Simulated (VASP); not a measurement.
Here is a VASP 6.6.1 calculation.

Contents of INCAR:

```
ALGO = Normal ; EDIFF = 1E-6
ENCUT = 520 ; GGA = PS
ISIF = 2 ; ISMEAR = 0
LASPH = T ; LCHARG = F
LREAL = F ; LWAVE = F
NBANDS = 24 ; NELM = 100
PREC = Accurate ; SIGMA = 0.01
```

KPOINTS

```
k-points
0
Gamma
  6 6 2
```

The input POSCAR:

```
RbBr
1.0
    5.8901392171      0.0000000000      0.0000000000
   -2.9450696086      5.1010101938      0.0000000000
    0.0000000000      0.0000000000      6.8703327493
Rb Br
2 2
Direct
    0.3333333333      0.6666666667     -0.0625000000
    0.6666666667      0.3333333333      0.4375000000
    0.3333333333      0.6666666667      0.4375000000
    0.6666666667      0.3333333333      0.9375000000
```

Potentials or basis: VASP PAW PBE potentials, release 64 (Rb_sv, Br).

Run with:

```sh
$ cat potpaw_PBE.64/Rb_sv/POTCAR potpaw_PBE.64/Br/POTCAR > POTCAR
$ mpirun -np 1 vasp_std > vasp.out
```

**Question.** Predict the band gap on the k mesh.

**Answer.** 4.07 eV.

**Question.** Predict the pressure.

**Answer.** -0.3 GPa.

Caveat: the k points lie up to 0.46 Å⁻¹ apart; the structure was generated, so it needn't be the stable form of RbBr; the PAW data sets were made with another functional, which shifts forces and pressure a little. A k mesh can miss the band edges.
